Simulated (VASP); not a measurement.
# Ta3Cu (I4/mmm) in VASP: a series of runs

The runs below take Ta3Cu through single point, with PBEsol.

Program: VASP 6.6.1. These are calculated values, not measurements. Logs are shortened: lines on timing, memory, paths and dates and some standing lists are left out, and cuts for length are marked.

## (1) The cell of the first run

Symmetry: I4/mmm, No. 139, tetragonal system. Conventional cell: a = 3.839 Å, b = 3.839 Å, c = 7.865 Å, α = 90.00°, β = 90.00°, γ = 90.00°. Ta (site symmetry 4/mmm) has 4 Cu at 2.71 Å and 8 Ta at 2.75 Å within 3.6 Å. Ta (site symmetry -4m2) has 8 Ta at 2.71 to 2.75 Å and 4 Cu at 2.75 Å within 3.6 Å. Within 3.6 Å of Cu (site symmetry 4/mmm) lie 12 Ta at 2.71 to 2.75 Å.

## (2) Single point, PBEsol

Contents of INCAR:

```
  PREC = Accurate
  ENCUT = 520
  EDIFF = 1E-7
  ISMEAR = -1
  SIGMA = 0.05
  LREAL = F
  LASPH = T
  NELM = 80
  ALGO = Fast
  ISIF = 2
  LWAVE = F
  LCHARG = T
  GGA = PS
  LELF = T
  LVHAR = T
  NBANDS = 30
```

Contents of KPOINTS:

```
Automatic mesh
0
Gamma
  9 9 9
```

Contents of POSCAR:

```
Ta3Cu
1.0
   -1.9197086426      1.9197086426      3.9325459517
    1.9197086426     -1.9197086426      3.9325459517
    1.9197086426      1.9197086426     -3.9325459517
Ta Cu
3 1
Direct
    0.5000000000      0.5000000000      0.0000000000
    0.2500000000      0.7500000000      0.5000000000
    0.7500000000      0.2500000000      0.5000000000
    0.0000000000      0.0000000000      0.0000000000
```

Potentials or basis: VASP PAW PBE potentials, release 64 (Ta_pv, Cu).

Launch:

```sh
> cat potpaw_PBE.64/Ta_pv/POTCAR potpaw_PBE.64/Cu/POTCAR > POTCAR
> mpirun -np 1 vasp_std > vasp.out
```

OUTCAR:

```text
PREC = Accurate
   ENCUT = 520
   EDIFF = 1E-7
   ISMEAR = -1
   LREAL = F
   LASPH = T
   NELM = 80
   ISIF = 2
   GGA = PS

 ion  position               nearest neighbor table
   1  0.500  0.500  0.000-   4 2.71   4 2.71   4 2.71   4 2.71   3 2.75   2 2.75   3 2.75   3 2.75
                             2 2.75   2 2.75   3 2.75   2 2.75
   2  0.250  0.750  0.500-   3 2.71   3 2.71   3 2.71   3 2.71   4 2.75   1 2.75   4 2.75   1 2.75
                             4 2.75   4 2.75   1 2.75   1 2.75
   3  0.750  0.250  0.500-   2 2.71   2 2.71   2 2.71   2 2.71   4 2.75   1 2.75   4 2.75   4 2.75
                             1 2.75   1 2.75   4 2.75   1 2.75
   4  0.000  0.000  0.000-   1 2.71   1 2.71   1 2.71   1 2.71   3 2.75   2 2.75   3 2.75   2 2.75
                             3 2.75   3 2.75   2 2.75   2 2.75

  LATTYP: Found a body centered tetragonal cell.
 ALAT       =     3.8394172852
 C/A-ratio  =     2.0485118754

  Lattice vectors:

 A1 = (  -1.9197086426,   1.9197086426,   3.9325459517)
 A2 = (   1.9197086426,  -1.9197086426,   3.9325459517)
 A3 = (   1.9197086426,   1.9197086426,  -3.9325459517)

Analysis of symmetry for initial positions (statically):
=====================================================================
 Subroutine PRICEL returns:
 Original cell was already a primitive cell.

 Routine SETGRP: Setting up the symmetry group for a
 body centered tetragonal supercell.

 Subroutine GETGRP returns: Found 16 space group operations
 (whereof 16 operations were pure point group operations)
 out of a pool of 16 trial point group operations.

The static configuration has the point symmetry D_4h.

Analysis of symmetry for dynamics (positions and initial velocities):
=====================================================================
 Subroutine PRICEL returns:
 Original cell was already a primitive cell.

 Routine SETGRP: Setting up the symmetry group for a
 body centered tetragonal supercell.

 Subroutine GETGRP returns: Found 16 space group operations
 (whereof 16 operations were pure point group operations)
 out of a pool of 16 trial point group operations.

The dynamic configuration has the point symmetry D_4h.

 Subroutine INISYM returns: Found 16 space group operations
 (whereof 16 operations are pure point group operations),
 and found     1 'primitive' translations

----------------------------------------------------------------------------------------

                                     Primitive cell

  volume of cell :      57.9702

  direct lattice vectors                    reciprocal lattice vectors
    -1.919708643  1.919708643  3.932545952     0.000000000  0.260456191  0.127144096
     1.919708643 -1.919708643  3.932545952     0.260456191  0.000000000  0.127144096
     1.919708643  1.919708643 -3.932545952     0.260456191  0.260456191  0.000000000

  length of vectors
     4.778648366  4.778648366  4.778648366     0.289832794  0.289832794  0.368340677

  position of ions in fractional coordinates (direct lattice)
     0.500000000  0.500000000  0.000000000
     0.250000000  0.750000000  0.500000000
     0.750000000  0.250000000  0.500000000
     0.000000000  0.000000000  0.000000000

  ion indices of the primitive-cell ions
   primitive index   ion index
                 1           1
                 2           2
                 3           3
                 4           4

----------------------------------------------------------------------------------------

 KPOINTS: Automatic mesh

Automatic generation of k-mesh.
 Grid dimensions read from file:
 generate k-points for:    9    9    9

 Generating k-lattice:

  Cartesian coordinates                     Fractional coordinates (reciprocal lattice)
     0.000000000  0.028939577  0.014127122     0.111111111  0.000000000  0.000000000
     0.028939577  0.000000000  0.014127122     0.000000000  0.111111111  0.000000000
     0.028939577  0.028939577  0.000000000     0.000000000  0.000000000  0.111111111

  Length of vectors
     0.032203644  0.032203644  0.040926742

  Shift w.r.t. Gamma in fractional coordinates (k-lattice)
     0.000000000  0.000000000  0.000000000

 Subroutine IBZKPT returns following result:
 ===========================================

 Found     75 irreducible k-points:

 Following reciprocal coordinates:
            Coordinates               Weight
  0.000000  0.000000  0.000000      1.000000
  0.111111 -0.000000  0.000000      8.000000
  0.222222  0.000000  0.000000      8.000000
  0.333333  0.000000  0.000000      8.000000
  0.444444  0.000000  0.000000      8.000000
  0.111111  0.111111  0.000000      8.000000
[... 16 lines left out ...]
 -0.333333  0.333333  0.000000      4.000000
  0.444444  0.444444  0.000000      8.000000
 [... further k-points ...]
   k-points           NKPTS =     75   k-points in BZ     NKDIM =     75   number of bands    NBANDS=     30
   number of dos      NEDOS =    301   number of ions     NIONS =      4
   total plane-waves  NPLWV =  46656
   dimension x,y,z NGX =    36 NGY =   36 NGZ =   36
   dimension x,y,z NGXF=    72 NGYF=   72 NGZF=   72
   ions per type =               3   1
   NGX,Y,Z   is equivalent  to a cutoff of  12.52, 12.52, 12.52 a.u.
   NGXF,Y,Z  is equivalent  to a cutoff of  25.05, 25.05, 25.05 a.u.
 SYSTEM =  unknown system
   PREC   = accura    normal or accurate (medium, high low for compatibility)
   ISTART =      0    job   : 0-new  1-cont  2-samecut
   ICHARG =      2    charge: 1-file 2-atom 10-const
   ISPIN  =      1    spin polarized calculation?
   LNONCOLLINEAR =      F non collinear calculations
   LSORBIT =      F    spin-orbit coupling
   LASPH  =      T    aspherical Exc in radial PAW
   ENCUT  =  520.0 eV  38.22 Ry    6.18 a.u.   8.89  8.89  8.89*2*pi/ulx,y,z
   NELM   =     80;   NELMIN=  2; NELMDL= -5     # of ELM steps
   EDIFF  = 0.1E-06   stopping-criterion for ELM
   LREAL  =      F    real-space projection
   EDIFFG = 0.1E-05   stopping-criterion for IOM
   NSW    =      0    number of steps for IOM
   IBRION =     -1    ionic relax: 0-MD 1-quasi-New 2-CG
   NFREE  =      0    steps in history (QN), initial steepest desc. (CG)
   ISIF   =      2    stress and relaxation
   ISYM   =      2    0-nonsym 1-usesym 2-fastsym
   POTIM  = 0.5000    time-step for ionic-motion
   TEBEG  =    0.0;   TEEND  =   0.0 temperature during run
   PSTRESS=    0.0 pullay stress
   NELECT =      44.0000    total number of electrons
   NUPDOWN=      -1.0000    fix difference up-down
   EMIN   =  10.00;   EMAX   =-10.00  energy-range for DOS
   EFERMI =   0.00;   METHOD = LEGACY
   ISMEAR =    -1;   SIGMA  =   0.05  broadening in eV -4-tet -1-fermi 0-gaus
   EFERMI_NEDOS =   21; number of points for ismear=-14 and -15
   IALGO  =     68    algorithm
   IMIX   =      4    mixing-type and parameters
     AMIX     =   0.40;   BMIX     =  1.00
     AMIX_MAG =   1.60;   BMIX_MAG =  1.00
  volume/ion in A,a.u.               =      14.49        97.80
  Fermi-wavevector in a.u.,A,eV,Ry     =   1.493336  2.821996 30.341711  2.230053
  Thomas-Fermi vector in A             =   2.605750
   LORBIT       =      0    0 simple, 1 ext, 2 COOP (PROOUT), +10 PAW based schemes
   GGA     = PS    functional components
   LHFCALC =     F    Hartree Fock is set to
   AEXX    =    0.0000 exact exchange contribution
   IVDW    =     0    specifies the selected vdW correction
   LEPSILON=     F    determine dielectric tensor
   LRPA    =     F    only Hartree local field effects (RPA)
 non-spin polarized calculation
 RMM-DIIS sequential band-by-band and
  energy-cutoff  :      520.00
  volume of cell :       57.97
 maximum number of plane-waves:      1576
   NGX = 17   NGY = 17   NGZ = 17

 number of electron      43.9999999 magnetization

 Free energy of the ion-electron system (eV)
  ---------------------------------------------------
  ext. energy  EPLUGINS =         0.00000000
  ---------------------------------------------------
  free energy    TOTEN  =       -40.63130124 eV

  energy without entropy =      -40.59884274  energy(sigma->0) =      -40.61507199

 E-fermi :   7.3198     XC(G=0): -13.4403

 val. band max:        7.3181434325   @ k =  -0.1111   0.1111   0.0000
 cond. band min:       7.3227184313   @ k =  -0.1111   0.1111   0.1111
 fundamental gap:      0.0045749988
 Fermi energy:         7.3198221357

 k-point     1 :       0.0000    0.0000    0.0000
  band No.  band energies     occupation
      1     -27.2937      2.00000
      2     -27.0441      2.00000
      3     -27.0441      2.00000
      4     -26.6041      2.00000
      5     -26.6041      2.00000
      6     -26.4264      2.00000
[... 22 lines left out ...]
     29      12.4382      0.00000
     30      13.5937      0.00000

 k-point     2 :       0.1111   -0.0000    0.0000
  band No.  band energies     occupation
      1     -27.2912      2.00000
      2     -27.0245      2.00000
      3     -27.0097      2.00000
      4     -26.6711      2.00000
      5     -26.5975      2.00000
      6     -26.3490      2.00000
[... 22 lines left out ...]
     29      12.9289      0.00000
     30      13.2057      0.00000

 k-point     3 :       0.2222    0.0000    0.0000
  band No.  band energies     occupation
      1     -27.2590      2.00000
      2     -26.9737      2.00000
      3     -26.9715      2.00000
      4     -26.7108      2.00000
      5     -26.5775      2.00000
      6     -26.2463      2.00000
[... 22 lines left out ...]
     29      12.1788      0.00000
     30      13.4559      0.00000

 k-point     4 :       0.3333    0.0000    0.0000
  band No.  band energies     occupation
      1     -27.1901      2.00000
      2     -26.9852      2.00000
      3     -26.9047      2.00000
      4     -26.6447      2.00000
      5     -26.5436      2.00000
      6     -26.2918      2.00000
[... 616 lines left out ...]
     29      11.8242      0.00000
     30      12.6035      0.00000

 k-point    23 :      -0.3333    0.3333    0.0000
  band No.  band energies     occupation
      1     -27.4880      2.00000
      2     -27.0936      2.00000
      3     -26.9580      2.00000
      4     -26.7306      2.00000
      5     -26.5063      2.00000
      6     -26.1138      2.00000
[... 22 lines left out ...]
     29      11.5523      0.00000
     30      13.4423      0.00000

 k-point    24 :       0.4444    0.4444    0.0000
  band No.  band energies     occupation
      1     -27.5228      2.00000
      2     -27.2598      2.00000
      3     -27.1441      2.00000
      4     -26.6637      2.00000
      5     -26.4427      2.00000
      6     -26.0298      2.00000
[... 22 lines left out ...]
     29      11.9847      0.00000
     30      12.1960      0.00000

 [... further k-points ...]

------------------------ aborting loop because EDIFF is reached ----------------------------------------

  FORCE on cell =-STRESS in cart. coord.  units (eV):
  Direction    XX          YY          ZZ          XY          YZ          ZX
  --------------------------------------------------------------------------------------
  -------------------------------------------------------------------------------------
  Total       11.0147712     11.0147712     10.9370779      0.0000000      0.0000000      0.0000000
  in kB      304.4259200    304.4259200    302.2786347      0.0000000      0.0000000      0.0000000
  external PRESSURE =     303.7101582 kB  Pullay stress =       0.0000000 kB

 VOLUME and BASIS-vectors are now :
 -----------------------------------------------------------------------------
  energy-cutoff  :      520.00
  volume of cell :       57.97
      direct lattice vectors                 reciprocal lattice vectors
    -1.919708643  1.919708643  3.932545952     0.000000000  0.260456191  0.127144096
     1.919708643 -1.919708643  3.932545952     0.260456191  0.000000000  0.127144096
     1.919708643  1.919708643 -3.932545952     0.260456191  0.260456191  0.000000000

 POSITION                                       TOTAL-FORCE (eV/Angst)
 -----------------------------------------------------------------------------------
      0.00000      0.00000      3.93255         0.000000      0.000000      0.000000
      1.91971     -0.00000      1.96627        -0.000000     -0.000000     -0.000000
     -0.00000      1.91971      1.96627        -0.000000      0.000000      0.000000
      0.00000      0.00000      0.00000         0.000000      0.000000      0.000000
 -----------------------------------------------------------------------------------
    total drift:                               -0.000000      0.000000      0.000000

  FREE ENERGIE OF THE ION-ELECTRON SYSTEM (eV)
  ---------------------------------------------------
  free  energy   TOTEN  =       -40.6313012435 eV

  energy  without entropy=      -40.5988427387  energy(sigma->0) =      -40.61507199
```

Run time: 3.2 min. Hardware: 1 thread of AMD EPYC 9R45 (Zen 5), shared host; peak memory 0.25 GiB.

What came out:

* Free energy: -40.6313 eV
* Pressure: 30.4 GPa
* Band gap on the k mesh: zero (band 22 reaches 8.47 eV, above the bottom of band 23 at 6.77 eV)

Stress tensor (GPa, compression positive):
```
30.44  0.00  0.00
 0.00 30.44  0.00
 0.00  0.00 30.23
```

Levels at points of the mesh, in eV from the Fermi level:
```tsv
k point	band 18	band 19	band 20	band 21	band 22	band 23	band 24	band 25	band 26	band 27
(0.00, 0.00, 0.00)	-2.26	-2.06	-2.06	-0.30	-0.30	0.05	2.73	3.02	3.05	3.30
```

Caveat: the PAW data sets were made with another functional, which shifts forces and pressure a little; spin-orbit coupling is left out, which moves the levels of the heavy elements.

(Part 1 of 2 ends here.)
